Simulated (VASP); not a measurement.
A run of VASP 6.6.1:

Contents of INCAR:

```
SYSTEM = Hf
PREC     = Accurate       ! precision mode
ENCUT    = 520            ! plane-wave cutoff, eV
EDIFF    = 1E-6           ! SCF threshold, eV
ISMEAR   = 1              ! smearing method
SIGMA    = 0.6            ! smearing width, eV
LREAL    = .False.        ! projectors in reciprocal space
LASPH    = .True.         ! aspherical terms in the spheres
NELM     = 80             ! most SCF steps
ALGO     = Normal         ! electronic algorithm
ISIF     = 2              ! what is computed and relaxed
LWAVE    = .False.        ! write WAVECAR
LCHARG   = .False.        ! write CHGCAR
GGA      = CA             ! functional
NBANDS   = 17             ! bands
```

File KPOINTS:

```
regular mesh
0
Gamma
  12 12 7
  0 0 0
```

POSCAR

```
Hf
1.0
    3.1183974891      0.0000000000      0.0000000000
   -1.5591987445      2.7006114446      0.0000000000
    0.0000000000      0.0000000000      4.9475473504
Hf
2
Direct
    0.3333333333      0.6666666667      0.2500000000
    0.6666666667      0.3333333333      0.7500000000
```

Potentials or basis: VASP PAW LDA potentials, release 64 (Hf_pv).

Run with:

```sh
$ cat potpaw_LDA.64/Hf_pv/POTCAR > POTCAR
$ mpirun -np 1 vasp_std > vasp.out
```

Hardware: 1 thread of Intel(R) Xeon(R) 6975P-C (Granite Rapids), with other jobs on the host.

**Question.** Estimate the wall time of this run.

**Answer.** Run time: 15 s on 1 thread of Intel(R) Xeon(R) 6975P-C (Granite Rapids), on a shared host, peak memory 0.17 GiB. Counts: scf iterations 12, k points 76.
